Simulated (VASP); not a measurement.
# Al2O3 (R-3c) in VASP: further runs

Al2O3 is run at these levels: BLYP+D3(BJ), PBE, PBEsol+D3(BJ); tasks: single point.

All numbers are computed with VASP 6.6.1; they aren't measurements. Logs are shortened: lines on timing, memory, paths and dates and some standing lists are left out, and cuts for length are marked.

**What was measured.**

“Multi-petahertz electron interference in Cr:Al2O3 solid-state material”, 2018, pmc:5906618 quotes, for a bulk crystal of Al2O3: band gap 8.7 eV (optical).

How close the calculation comes is told below.

### Step 1. The cell of the first run

The structure is trigonal, space group R-3c (No. 167). Conventional cell: a = 4.729 Å, b = 4.729 Å, c = 12.908 Å, α = 90.00°, β = 90.00°, γ = 120.00°. Within 2.4 Å of Al (site symmetry 3) lie 6 O at 1.84 to 1.96 Å. Within 2.4 Å of O (site symmetry 2) lie 4 Al at 1.84 to 1.96 Å.

### Step 2. Single point, BLYP+D3(BJ)

The input, INCAR:

```
SYSTEM = Al2O3
PREC = Accurate
ENCUT = 520
EDIFF = 1E-7
ISMEAR = -1
SIGMA = 0.05
LREAL = .False.
LASPH = .True.
NELM = 60
ALGO = Normal
ISIF = 2
LWAVE = .False.
LCHARG = .True.
GGA = B5
ALDAX = 1.0
AGGAX = 1.0
AGGAC = 1.0
ALDAC = 0.0
IVDW = 12
VDW_S6 = 1.0
VDW_S8 = 2.6996
VDW_A1 = 0.4298
VDW_A2 = 4.2359
LELF = .True.
LVHAR = .True.
NBANDS = 35
```

The input, KPOINTS:

```
Automatic mesh
0
Gamma
  7 7 7
  0 0 0
```

The input, POSCAR:

```
Al2O3
1.0
    2.3642746864      1.3650146266      4.3027928600
   -2.3642746864      1.3650146266      4.3027928600
    0.0000000000     -2.7300292533      4.3027928600
Al O
4 6
Direct
    0.8521600000      0.8521600000      0.8521600000
    0.6478400000      0.6478400000      0.6478400000
    0.1478400000      0.1478400000      0.1478400000
    0.3521600000      0.3521600000      0.3521600000
    0.0566800000      0.7500000000      0.4433200000
    0.7500000000      0.4433200000      0.0566800000
    0.4433200000      0.0566800000      0.7500000000
    0.9433200000      0.2500000000      0.5566800000
    0.2500000000      0.5566800000      0.9433200000
    0.5566800000      0.9433200000      0.2500000000
```

Potentials or basis: VASP PAW PBE potentials, release 64 (Al, O).

Command:

```
$ cat potpaw_PBE.64/Al/POTCAR potpaw_PBE.64/O/POTCAR > POTCAR
$ mpirun -np 1 vasp_std > vasp.out
```

OUTCAR:

```text
SYSTEM = Al2O3
   PREC = Accurate
   ENCUT = 520
   EDIFF = 1E-7
   ISMEAR = -1
   LREAL = .False.
   LASPH = .True.
   NELM = 60
   ISIF = 2
   GGA = B5
   IVDW = 12
 IVDW          = 12

 ion  position               nearest neighbor table
   1  0.852  0.852  0.852-   8 1.84   9 1.84  10 1.84   6 1.96   7 1.96   5 1.96   2 2.64   3 2.77
                             3 2.77   3 2.77   2 3.20   2 3.20   2 3.20
   2  0.648  0.648  0.648-   9 1.84   8 1.84  10 1.84   5 1.96   7 1.96   6 1.96   1 2.64   4 2.77
                             4 2.77   4 2.77   1 3.20   1 3.20   1 3.20
   3  0.148  0.148  0.148-   5 1.84   6 1.84   7 1.84   9 1.96  10 1.96   8 1.96   4 2.64   1 2.77
                             1 2.77   1 2.77   4 3.20   4 3.20   4 3.20
   4  0.352  0.352  0.352-   6 1.84   5 1.84   7 1.84   8 1.96  10 1.96   9 1.96   3 2.64   2 2.77
                             2 2.77   2 2.77   3 3.20   3 3.20   3 3.20
   5  0.057  0.750  0.443-   3 1.84   4 1.84   2 1.96   1 1.96
   6  0.750  0.443  0.057-   4 1.84   3 1.84   1 1.96   2 1.96
   7  0.443  0.057  0.750-   3 1.84   4 1.84   1 1.96   2 1.96
   8  0.943  0.250  0.557-   1 1.84   2 1.84   4 1.96   3 1.96
   9  0.250  0.557  0.943-   2 1.84   1 1.84   3 1.96   4 1.96
  10  0.557  0.943  0.250-   1 1.84   2 1.84   3 1.96   4 1.96

  LATTYP: Found a trigonal (rhomboedric) cell.
 ALAT       =     5.0957910200
 COS(alpha) =     0.5694707703

  Lattice vectors:

 A1 = (   2.3642746864,   1.3650146266,   4.3027928600)
 A2 = (  -2.3642746864,   1.3650146266,   4.3027928600)
 A3 = (   0.0000000000,  -2.7300292533,   4.3027928600)

Analysis of symmetry for initial positions (statically):
=====================================================================
 Subroutine PRICEL returns:
 Original cell was already a primitive cell.

 Routine SETGRP: Setting up the symmetry group for a
 trigonal (rhombohedral) supercell.

 Subroutine GETGRP returns: Found 12 space group operations
 (whereof  6 operations were pure point group operations)
 out of a pool of 12 trial point group operations.

The static configuration has the point symmetry S_6 .
 The point group associated with its full space group is D_3d.

Analysis of symmetry for dynamics (positions and initial velocities):
=====================================================================
 Subroutine PRICEL returns:
 Original cell was already a primitive cell.

 Routine SETGRP: Setting up the symmetry group for a
 trigonal (rhombohedral) supercell.

 Subroutine GETGRP returns: Found 12 space group operations
 (whereof  6 operations were pure point group operations)
 out of a pool of 12 trial point group operations.

The dynamic configuration has the point symmetry S_6 .
 The point group associated with its full space group is D_3d.

 Subroutine INISYM returns: Found 12 space group operations
 (whereof  6 operations are pure point group operations),
 and found     1 'primitive' translations

----------------------------------------------------------------------------------------

                                     Primitive cell

  volume of cell :      83.3176

  direct lattice vectors                    reciprocal lattice vectors
     2.364274686  1.365014627  4.302792860     0.211481349  0.122098814  0.077469064
    -2.364274686  1.365014627  4.302792860    -0.211481349  0.122098814  0.077469064
     0.000000000 -2.730029253  4.302792860     0.000000000 -0.244197628  0.077469064

  length of vectors
     5.095791020  5.095791020  5.095791020     0.256191212  0.256191212  0.256191212

  position of ions in fractional coordinates (direct lattice)
     0.852160000  0.852160000  0.852160000
     0.647840000  0.647840000  0.647840000
     0.147840000  0.147840000  0.147840000
     0.352160000  0.352160000  0.352160000
     0.056680000  0.750000000  0.443320000
     0.750000000  0.443320000  0.056680000
     0.443320000  0.056680000  0.750000000
     0.943320000  0.250000000  0.556680000
     0.250000000  0.556680000  0.943320000
     0.556680000  0.943320000  0.250000000

  ion indices of the primitive-cell ions
   primitive index   ion index
                 1           1
                 2           2
                 3           3
                 4           4
                 5           5
                 6           6
                 7           7
                 8           8
                 9           9
                10          10

----------------------------------------------------------------------------------------

 KPOINTS: Automatic mesh

Automatic generation of k-mesh.
 Grid dimensions read from file:
 generate k-points for:    7    7    7

 Generating k-lattice:

  Cartesian coordinates                     Fractional coordinates (reciprocal lattice)
     0.030211621  0.017442688  0.011067009     0.142857143 -0.000000000  0.000000000
    -0.030211621  0.017442688  0.011067009    -0.000000000  0.142857143  0.000000000
     0.000000000 -0.034885375  0.011067009     0.000000000  0.000000000  0.142857143

  Length of vectors
     0.036598745  0.036598745  0.036598745

  Shift w.r.t. Gamma in fractional coordinates (k-lattice)
     0.000000000  0.000000000  0.000000000

 Subroutine IBZKPT returns following result:
 ===========================================

 Found     44 irreducible k-points:

 Following reciprocal coordinates:
            Coordinates               Weight
  0.000000  0.000000  0.000000      1.000000
  0.142857 -0.000000  0.000000      6.000000
  0.285714  0.000000  0.000000      6.000000
  0.428571  0.000000  0.000000      6.000000
  0.142857  0.142857  0.000000      6.000000
  0.285714  0.142857  0.000000     12.000000
[... 16 lines left out ...]
  0.285714  0.285714  0.142857      6.000000
  0.428571  0.285714  0.142857     12.000000
 [... further k-points ...]
   k-points           NKPTS =     44   k-points in BZ     NKDIM =     44   number of bands    NBANDS=     35
   number of dos      NEDOS =    301   number of ions     NIONS =     10
   total plane-waves  NPLWV =  64000
   dimension x,y,z NGX =    40 NGY =   40 NGZ =   40
   dimension x,y,z NGXF=    80 NGYF=   80 NGZF=   80
   ions per type =               4   6
   NGX,Y,Z   is equivalent  to a cutoff of  13.05, 13.05, 13.05 a.u.
   NGXF,Y,Z  is equivalent  to a cutoff of  26.10, 26.10, 26.10 a.u.
 SYSTEM =  Al2O3
   PREC   = accura    normal or accurate (medium, high low for compatibility)
   ISTART =      0    job   : 0-new  1-cont  2-samecut
   ICHARG =      2    charge: 1-file 2-atom 10-const
   ISPIN  =      1    spin polarized calculation?
   LNONCOLLINEAR =      F non collinear calculations
   LSORBIT =      F    spin-orbit coupling
   LASPH  =      T    aspherical Exc in radial PAW
   ENCUT  =  520.0 eV  38.22 Ry    6.18 a.u.   9.47  9.47  9.47*2*pi/ulx,y,z
   NELM   =     60;   NELMIN=  2; NELMDL= -5     # of ELM steps
   EDIFF  = 0.1E-06   stopping-criterion for ELM
   LREAL  =      F    real-space projection
   EDIFFG = 0.1E-05   stopping-criterion for IOM
   NSW    =      0    number of steps for IOM
   IBRION =     -1    ionic relax: 0-MD 1-quasi-New 2-CG
   NFREE  =      0    steps in history (QN), initial steepest desc. (CG)
   ISIF   =      2    stress and relaxation
   ISYM   =      2    0-nonsym 1-usesym 2-fastsym
   POTIM  = 0.5000    time-step for ionic-motion
   TEBEG  =    0.0;   TEEND  =   0.0 temperature during run
   PSTRESS=    0.0 pullay stress
   NELECT =      48.0000    total number of electrons
   NUPDOWN=      -1.0000    fix difference up-down
   EMIN   =  10.00;   EMAX   =-10.00  energy-range for DOS
   EFERMI =   0.00;   METHOD = LEGACY
   ISMEAR =    -1;   SIGMA  =   0.05  broadening in eV -4-tet -1-fermi 0-gaus
   EFERMI_NEDOS =   21; number of points for ismear=-14 and -15
   IALGO  =     38    algorithm
   IMIX   =      4    mixing-type and parameters
     AMIX     =   0.40;   BMIX     =  1.00
     AMIX_MAG =   1.60;   BMIX_MAG =  1.00
  volume/ion in A,a.u.               =       8.33        56.23
  Fermi-wavevector in a.u.,A,eV,Ry     =   1.362206  2.574197 25.247058  1.855606
  Thomas-Fermi vector in A             =   2.488716
   LORBIT       =      0    0 simple, 1 ext, 2 COOP (PROOUT), +10 PAW based schemes
   GGA     = B5    functional components
   LHFCALC =     F    Hartree Fock is set to
   AEXX    =    0.0000 exact exchange contribution
   IVDW    =    12    specifies the selected vdW correction
   LEPSILON=     F    determine dielectric tensor
   LRPA    =     F    only Hartree local field effects (RPA)
 non-spin polarized calculation
  energy-cutoff  :      520.00
  volume of cell :       83.32
 maximum number of plane-waves:      2267
 NGX is ok and might be reduce to    40
   NGX = 19   NGY = 19   NGZ = 19

 number of electron      48.0000010 magnetization

 Free energy of the ion-electron system (eV)
  ---------------------------------------------------
  ext. energy  EPLUGINS =         0.00000000
  ---------------------------------------------------
  free energy    TOTEN  =       -71.01086628 eV

  energy without entropy =      -71.01086628  energy(sigma->0) =      -71.01086628

 E-fermi :   7.7523     XC(G=0): -11.2283

 val. band max:        6.7023711946   @ k =   0.0000   0.0000   0.0000
 cond. band min:      13.4443914671   @ k =   0.0000   0.0000   0.0000
 fundamental gap:      6.7420202726
 Fermi energy:         7.7522837504

 k-point     1 :       0.0000    0.0000    0.0000
  band No.  band energies     occupation
      1     -12.5671      2.00000
      2     -10.1768      2.00000
      3      -9.8902      2.00000
      4      -9.8902      2.00000
      5      -9.5732      2.00000
      6      -9.5732      2.00000
[... 27 lines left out ...]
     34      20.6512      0.00000
     35      21.7751      0.00000

 k-point     2 :       0.1429   -0.0000    0.0000
  band No.  band energies     occupation
      1     -12.4590      2.00000
      2     -10.2207      2.00000
      3      -9.9660      2.00000
      4      -9.9136      2.00000
      5      -9.6251      2.00000
      6      -9.5789      2.00000
[... 27 lines left out ...]
     34      20.1930      0.00000
     35      21.6369      0.00000

 k-point     3 :       0.2857    0.0000    0.0000
  band No.  band energies     occupation
      1     -12.1471      2.00000
      2     -10.5550      2.00000
      3      -9.9557      2.00000
      4      -9.9473      2.00000
      5      -9.7455      2.00000
      6      -9.6207      2.00000
[... 27 lines left out ...]
     34      20.5136      0.00000
     35      20.9353      0.00000

 k-point     4 :       0.4286    0.0000    0.0000
  band No.  band energies     occupation
      1     -11.6701      2.00000
      2     -11.1006      2.00000
      3      -9.9388      2.00000
      4      -9.8669      2.00000
      5      -9.8438      2.00000
      6      -9.7170      2.00000
[... 27 lines left out ...]
     34      20.1894      0.00000
     35      20.3181      0.00000

 k-point     5 :       0.1429    0.1429    0.0000
  band No.  band energies     occupation
      1     -12.4293      2.00000
      2     -10.2403      2.00000
      3      -9.9825      2.00000
      4      -9.9113      2.00000
      5      -9.6697      2.00000
      6      -9.5608      2.00000
[... 638 lines left out ...]
 k-point    22 :      -0.1429    0.1429    0.1429
  band No.  band energies     occupation
      1     -12.1773      2.00000
      2     -10.3954      2.00000
      3     -10.0733      2.00000
      4      -9.9129      2.00000
      5      -9.7951      2.00000
      6      -9.6184      2.00000
[... 27 lines left out ...]
     34      20.2290      0.00000
     35      21.1953      0.00000

 k-point    23 :       0.2857    0.2857    0.1429
  band No.  band energies     occupation
      1     -12.2243      2.00000
      2     -10.5515      2.00000
      3     -10.0134      2.00000
      4      -9.8266      2.00000
      5      -9.7933      2.00000
      6      -9.5413      2.00000
[... 27 lines left out ...]
     34      20.5505      0.00000
     35      21.2333      0.00000

 k-point    24 :       0.4286    0.2857    0.1429
  band No.  band energies     occupation
      1     -11.9437      2.00000
      2     -10.6559      2.00000
      3     -10.2152      2.00000
      4      -9.9902      2.00000
      5      -9.7924      2.00000
      6      -9.5147      2.00000
[... 27 lines left out ...]
     34      20.6831      0.00000
     35      20.9870      0.00000

 [... further k-points ...]

------------------------ aborting loop because EDIFF is reached ----------------------------------------

 Edisp (eV)   -5.17425

 E8    (eV) :    -3.5485

  FORCE on cell =-STRESS in cart. coord.  units (eV):
  Direction    XX          YY          ZZ          XY          YZ          ZX
  --------------------------------------------------------------------------------------
  -------------------------------------------------------------------------------------
  Total       3.97244     3.97244     3.59816     0.00000    -0.00000     0.00000
  in kB      76.38910    76.38910    69.19175     0.00000    -0.00000     0.00000
  external pressure =       73.99 kB  Pullay stress =        0.00 kB

 VOLUME and BASIS-vectors are now :
 -----------------------------------------------------------------------------
  energy-cutoff  :      520.00
  volume of cell :       83.32
      direct lattice vectors                 reciprocal lattice vectors
     2.364274686  1.365014627  4.302792860     0.211481349  0.122098814  0.077469064
    -2.364274686  1.365014627  4.302792860    -0.211481349  0.122098814  0.077469064
     0.000000000 -2.730029253  4.302792860     0.000000000 -0.244197628  0.077469064

 POSITION                                       TOTAL-FORCE (eV/Angst)
 -----------------------------------------------------------------------------------
      0.00000     -0.00000     11.00000        -0.000000     -0.000000      0.007337
      0.00000     -0.00000      8.36256        -0.000000      0.000000     -0.007337
      0.00000     -0.00000      1.90837        -0.000000      0.000000     -0.007337
      0.00000     -0.00000      4.54581        -0.000000     -0.000000      0.007337
     -1.63920     -0.10915      5.37849         0.023130      0.040062      0.000000
      0.72508      1.47416      5.37849         0.023130     -0.040062      0.000000
      0.91412     -1.36501      5.37849        -0.046260     -0.000000      0.000000
      1.63920      0.10915      7.52989        -0.023130     -0.040062      0.000000
     -0.72508     -1.47416      7.52989        -0.023130      0.040062      0.000000
     -0.91412      1.36501      7.52989         0.046260     -0.000000      0.000000
 -----------------------------------------------------------------------------------
    total drift:                               -0.000000      0.000000     -0.000000

  FREE ENERGIE OF THE ION-ELECTRON SYSTEM (eV)
  ---------------------------------------------------
  free  energy   TOTEN  =       -76.1851169489 eV

  energy  without entropy=      -76.1851169488  energy(sigma->0) =      -76.18511695
```

Run time: 4.8 min. Hardware: 1 thread of Intel Xeon 8259CL, shared host; peak memory 0.3 GiB.

What came out:

```
Free energy                : -76.1851 eV
Pressure                   : 7.4 GPa
Largest force              : 0.046 eV/Å
Band gap on the k mesh     : 6.74 eV
Dispersion energy per atom : -0.517 eV
```

Forces in eV/Å, atoms in the order of the input:
```
Al   0.000  0.000  0.007
Al   0.000  0.000 -0.007
Al   0.000  0.000 -0.007
Al   0.000  0.000  0.007
O    0.023  0.040  0.000
O    0.023 -0.040  0.000
O   -0.046  0.000  0.000
O   -0.023 -0.040  0.000
O   -0.023  0.040  0.000
O    0.046  0.000  0.000
```

Levels at points of the mesh, in eV from the valence-band top:
| k point | band 22 | band 23 | band 24 | band 25 | band 26 | band 27 |
| --- | --- | --- | --- | --- | --- | --- |
| (0.00, 0.00, 0.00) | -0.05 | -0.05 | 0.00 | 6.74 | 9.58 | 11.06 |

Caveat: the cell stands under pressure; the PAW data sets were made with another functional, which shifts forces and pressure a little.

[end of part 1 of 2]
